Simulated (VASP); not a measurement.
The system is SiB2.

```xyz
3
Lattice="0.0000 2.5741 2.5741 2.5741 0.0000 2.5741 2.5741 2.5741 0.0000" Properties=species:S:1:pos:R:3 pbc="T T T"
Si    0.0000    0.0000    0.0000
B     1.2871    1.2871    1.2871
B     3.8612    3.8612    3.8612
```

The cell was built from a structure type or drawn by symmetry, and may not be a known phase.

```yaml
Program: VASP 6.6.1
Task: relaxation of cell and atoms
Functional: PBE
Potentials_or_basis: VASP PAW PBE potentials, release 64 (Si, B)
Cutoff: 600 eV
k_mesh: 6 × 6 × 6
Occupations: gaussian, width 0.1 eV
Spin: no spin polarisation
```

At the start: pressure -16.9 GPa; volume 11.37 Å³/atom.

Problem. Where does the relaxation end?

Solution. Over 3 steps the energy falls by 99.5 meV/atom and the volume is 9.69 Å³/atom (-14.8 %); space group Fm-3m (No. 225, to 0.1 Å) before and after.

The path:
```
step  energy change (eV)  largest force (eV/Å)  pressure (GPa)  volume (Å³)
   1              0.0000                0.0000          -16.94        34.11
   2             -0.2933                0.0000            2.75        28.52
   3             -0.2984                0.0000            0.32        29.06
```

Final structure:
```yaml
crystal:
  lattice:
    - [0.00000, 2.44013, 2.44013]
    - [2.44013, 0.00000, 2.44013]
    - [2.44013, 2.44013, 0.00000]
  atoms:
    - { symbol: Si, position: [0.00000, 0.00000, 0.00000] }
    - { symbol: B, position: [0.25000, 0.25000, 0.25000] }
    - { symbol: B, position: [0.75000, 0.75000, 0.75000] }
```
